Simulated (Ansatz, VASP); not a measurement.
# LiF: VASP beside Ansatz

```
Li F
1.0
    -0.84583    1.69165    1.69165
     1.69165   -0.84583    1.69165
     1.69165    1.69165   -0.84583
Li F
1 1
Direct
  0.00000 0.00000 0.00000
  0.50000 0.50000 0.50000
```

Alike in both runs: task single point; functional r2SCAN; k mesh 12 × 12 × 12; occupations gaussian, width 0.05 eV; no spin polarisation.

```csv
,VASP,Ansatz
version,VASP 6.6.1,Ansatz 0.2.0
potentials or method,"VASP PAW PBE potentials, release 64 (Li_sv, F), cutoff 520 eV","scalar-relativistic, plane waves, PAW"
valence electrons in the cell,10,10
```

Ansatz gave:

- gap on the k mesh at the Fermi level (eV): 8.69
- least direct gap on the mesh (eV): 9.39

Task: Estimate VASP's values.

Result: gap on the k mesh at the Fermi level (eV): 8.87; least direct gap on the mesh (eV): 9.58.

VASP's potentials were made for PBE, not for r2SCAN. The functional is the same, so the differences come from potentials, cutoffs and numerics.

Noted on VASP's run: the cutoff is under 1.25 times that of the potentials, so the pressure is a little rough.
